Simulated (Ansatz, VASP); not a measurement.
**Si3Sn in VASP and in Ansatz**

```
Si Sn
1.0
     4.06285   -0.00036   -0.00005
    -0.00035    4.06298   -0.00012
    -0.00010   -0.00078   11.57555
Si Sn
6 2
Direct
  0.49978 0.99994 0.11221
  0.50008 0.00007 0.61221
  0.99992 0.49993 0.38779
  0.00021 0.50008 0.88778
  0.50020 0.49995 0.00000
  0.49994 0.50006 0.50001
  0.99976 0.99990 0.25000
  0.00011 0.00008 0.75000
```

Change from the starting cell: cell x2, atoms moved at random (sigma 0.1 Å) and cell strained at random (1.5 %), then relaxed without symmetry.

Alike in both runs: functional PBE; k mesh 6 × 6 × 2; occupations gaussian, width 0.2 eV; no spin polarisation.

Ansatz relaxed the structure, and its values are those at the end. VASP's run is a single point on that final structure, the one shown.

```csv
,VASP,Ansatz
version,VASP 6.6.1,Ansatz 0.2.0
potentials or method,"VASP PAW PBE potentials, release 64 (Si, Sn_d), cutoff 520 eV","scalar-relativistic, plane waves, PAW"
valence electrons in the cell,52,52
```

```tsv
	VASP	Ansatz	Ansatz less VASP
gap on the k mesh at the Fermi level (eV)	0.23	0.23	0.000
least direct gap on the mesh (eV)	0.49	0.49	-0.001
pressure (GPa)	-0.1	0.0	+0.08
```

With one functional, cell and mesh, what is left measures potentials, basis and numerics.
